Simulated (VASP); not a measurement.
A run of VASP 6.6.1:

The input INCAR:

```
SYSTEM = PbSe
PREC = Accurate ; ENCUT = 500
EDIFF = 1E-6 ; ISMEAR = 0
SIGMA = 0.01 ; LREAL = .FALSE.
LASPH = .TRUE. ; NELM = 120
ALGO = Normal ; ISIF = 2
LWAVE = .FALSE. ; LCHARG = .FALSE.
GGA = PS ; NBANDS = 17
GGA_COMPAT = .FALSE.
```

The input KPOINTS:

```
Automatic mesh
0
G
  4 4 4
  0 0 0
```

Contents of POSCAR:

```
PbSe
1.0
    0.0000000000      3.0512721147      3.0512721147
    3.0512721147      0.0000000000      3.0512721147
    3.0512721147      3.0512721147      0.0000000000
Pb Se
1 1
Direct
    0.0000000000      0.0000000000      0.0000000000
    0.5000000000      0.5000000000      0.5000000000
```

Potentials or basis: VASP PAW PBE potentials, release 64 (Pb_d, Se).

Run with:

```console
$ cat potpaw_PBE.64/Pb_d/POTCAR potpaw_PBE.64/Se/POTCAR > POTCAR
$ mpirun -np 1 vasp_std > vasp.out
```

Hardware: 1 thread of Intel Xeon 8259CL (shared host).

Problem. How long does it take, and how much memory?

Solution. Wall time 16 s on 1 thread of Intel Xeon 8259CL, with other jobs on the host, peak memory 0.18 GiB. Counts: scf iterations 12, k points 8.
